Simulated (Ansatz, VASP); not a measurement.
# One calculation of LiF, two programs

Contents of INCAR:

```
PREC     = Accurate       # precision mode
ENCUT    = 520            # plane-wave cutoff, eV
EDIFF    = 1E-6           # SCF threshold, eV
ISMEAR   = 0              # smearing method
SIGMA    = 0.05           # smearing width, eV
LREAL    = F              # projectors in reciprocal space
LASPH    = T              # aspherical terms in the spheres
NELM     = 80             # most SCF steps
ALGO     = Normal         # electronic algorithm
ISIF     = 2              # what is computed and relaxed
LWAVE    = F              # write WAVECAR
LCHARG   = F              # write CHGCAR
GGA      = CA             # functional
NBANDS   = 18             # bands
```

The input KPOINTS:

```
Automatic mesh
0
Gamma
  9 9 6
```

File POSCAR:

```
LiF
1.0
    2.9533413869      0.0000000000      0.0000000000
   -1.4766706934      2.5576686671      0.0000000000
    0.0000000000      0.0000000000      4.9043187070
Li F
2 2
Direct
    0.3333333333      0.6666666667      0.3371874601
    0.6666666667      0.3333333333      0.8371874601
    0.3333333333      0.6666666667      0.9910195924
    0.6666666667      0.3333333333      0.4910195924
```

Input for Ansatz:

```yaml
crystal:
  lattice:
    - [2.9533413869, 0.0, 0.0]
    - [-1.4766706934, 2.5576686671, 0.0]
    - [0.0, 0.0, 4.904318707]
  atoms:
    - { symbol: Li, position: [0.3333333333, 0.6666666667, 0.3371874601] }
    - { symbol: Li, position: [0.6666666667, 0.3333333333, 0.8371874601] }
    - { symbol: F, position: [0.3333333333, 0.6666666667, 0.9910195924] }
    - { symbol: F, position: [0.6666666667, 0.3333333333, 0.4910195924] }
basis:
  ecutwfc: 520.0
kpoints:
  mp_grid: { grid: [9, 9, 6] }
hamiltonian:
  xc: lda
scf:
  occupations: { method: gaussian, width: 0.05 }
output:
  forces: true
  stress: true
  eigenvalues: true
```

Alike in both runs: task single point; functional LDA; k mesh 9 × 9 × 6; occupations gaussian, width 0.05 eV; no spin polarisation.

|  | VASP | Ansatz |
| --- | --- | --- |
| version | VASP 6.6.1 | Ansatz 0.2.0 |
| potentials or method | VASP PAW LDA potentials, release 64 (Li_sv, F), cutoff 520 eV | scalar-relativistic, plane waves, PAW |
| valence electrons in the cell | 20 | 20 |

```tsv
	VASP	Ansatz	Ansatz less VASP
gap on the k mesh at the Fermi level (eV)	7.84	7.86	+0.015
least direct gap on the mesh (eV)	7.84	7.86	+0.015
rms of the force components (eV/Å)	0.469	0.463	-0.0056
```

LDA's correlation is that of Perdew and Zunger in VASP and of Perdew and Wang (1992) in Ansatz. Atom by atom the forces differ by 0.006 eV/Å (rms over components).

Noted on VASP's run: the cutoff is under 1.25 times that of the potentials, so the pressure is a little rough.
